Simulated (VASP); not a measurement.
A run of VASP 6.6.1 is set up as follows.

Contents of INCAR:

```
SYSTEM = Sb
PREC = Accurate
ENCUT = 520
EDIFF = 1E-7
ISMEAR = -1
SIGMA = 0.08
LREAL = .False.
LASPH = .True.
NELM = 100
ALGO = Normal
ISIF = 2
LWAVE = .False.
LCHARG = .False.
GGA = PE
NBANDS = 12
```

KPOINTS

```
Automatic mesh
0
Gamma
  13 13 13
  0 0 0
```

File POSCAR:

```
Sb
1.0
   -3.0452287172      3.0452287172      1.5890701564
    3.0452287172     -3.0452287172      1.5890701564
    3.0452287172      3.0452287172     -1.5890701564
Sb
2
Direct
   -0.3750000000     -0.1250000000     -0.2500000000
    0.3750000000      0.1250000000      0.2500000000
```

Potentials or basis: VASP PAW PBE potentials, release 64 (Sb).

Run with:

```bash
$ cat potpaw_PBE.64/Sb/POTCAR > POTCAR
$ mpirun -np 1 vasp_std > vasp.out
```

(1) What does it give for the band gap on the k mesh?

(2) Predict the pressure.

Results:

(1) zero (bands 5 and 6 overlap by 5.87 eV).

(2) 0.1 GPa.

Caveat: spin-orbit coupling is left out, which moves the levels of the heavy elements.
